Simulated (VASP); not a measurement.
Set up this calculation in VASP 6.6.1, as the native input.

| Item | Value |
| --- | --- |
| Task | relaxation of the atoms |
| Functional | PBE |
| Potentials or basis | VASP PAW PBE potentials, release 64 (Al) |
| Cutoff | 520 eV |
| k mesh | 12 × 12 × 1 |
| Occupations | gaussian, width 0.1 eV |
| Spin | no spin polarisation |
| Dipole correction | yes |
| Atoms held fixed (from 0) | [0, 1, 2, 3] |
| Further INCAR settings | ALGO = Normal; EDIFF = 1e-06; IBRION = 2; EDIFFG = -0.03; NSW = 70 |

The structure of Al lies in POSCAR:

```
Al
1.0
    2.8535431555      0.0000000000      0.0000000000
   -1.4267715777      2.4712408634      0.0000000000
    0.0000000000      0.0000000000     32.7629171508
Al
9
Selective dynamics
Direct
    0.3333333333      0.6666666667      0.2136561884  F F F
    0.0000000000      0.0000000000      0.2852421413  F F F
    0.6666666667      0.3333333333      0.3568280942  F F F
    0.0000000000      0.0000000000      0.4284140471  F F F
    0.3333333333      0.6666666667      0.5000000000  T T T
    0.0000000000      0.0000000000      0.5715859529  T T T
    0.6666666667      0.3333333333      0.6431719058  T T T
    0.0000000000      0.0000000000      0.7147578587  T T T
    0.3333333333      0.6666666667      0.7863438116  T T T
```

These files were run (other wordings do the same):

INCAR

```
PREC = Accurate
ENCUT = 520
EDIFF = 1E-6
ISMEAR = 0
SIGMA = 0.1
LREAL = False
LASPH = True
NELM = 60
ALGO = Normal
ISIF = 2
LWAVE = False
LCHARG = False
LDIPOL = True
IDIPOL = 3
DIPOL = 0.5 0.5 0.500
GGA = PE
IBRION = 2
NSW = 70
EDIFFG = -0.03
LUSENCCL = False
```

KPOINTS

```
regular mesh
0
Gamma
  12 12 1
```

Potentials or basis: VASP PAW PBE potentials, release 64 (Al).

The run is started by

```bash
$ cat potpaw_PBE.64/Al/POTCAR > POTCAR
$ mpirun -np 1 vasp_std > vasp.out
```

Results of the run:

```
Energy gained by relaxing : 0.1 meV/atom
Ionic steps               : 4
```

Run time: 3.1 min on 1 × NVIDIA H100 80GB with 1 thread of Intel(R) Xeon(R) Platinum 8481C CPU @ 2.70GHz (Sapphire Rapids) (shared host), peak memory 1.3 GiB.
